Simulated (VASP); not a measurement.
A run of VASP 6.6.1:

File INCAR:

```
SYSTEM = MgB2
ALGO = Normal
EDIFF = 1E-6
ENCUT = 520
GGA = CA
ISIF = 2
ISMEAR = -1
LASPH = .TRUE.
LCHARG = .FALSE.
LREAL = .FALSE.
LWAVE = .FALSE.
NBANDS = 11
NELM = 100
PREC = Accurate
SIGMA = 0.1
```

File KPOINTS:

```
k-points
0
G
  12 12 10
  0 0 0
```

POSCAR

```
MgB2
1.0
    3.0371700842      0.0000000000      0.0000000000
   -1.5185850421      2.6302664485      0.0000000000
    0.0000000000      0.0000000000      3.4510642277
Mg B
1 2
Direct
    0.0000000000      0.0000000000      0.0000000000
    0.3333333333      0.6666666667      0.5000000000
    0.6666666667      0.3333333333      0.5000000000
```

Potentials or basis: VASP PAW LDA potentials, release 64 (Mg, B).

Command:

```sh
$ cat potpaw_LDA.64/Mg/POTCAR potpaw_LDA.64/B/POTCAR > POTCAR
$ mpirun -np 1 vasp_std > vasp.out
```

Hardware: 1 thread of Intel Xeon 8259CL, with other jobs on the host.

Question: How long does it take, and how much memory?

Answer: It took 29 s on 1 thread of Intel Xeon 8259CL, on a shared host, peak memory 0.16 GiB. Counts: scf iterations 13, k points 114.
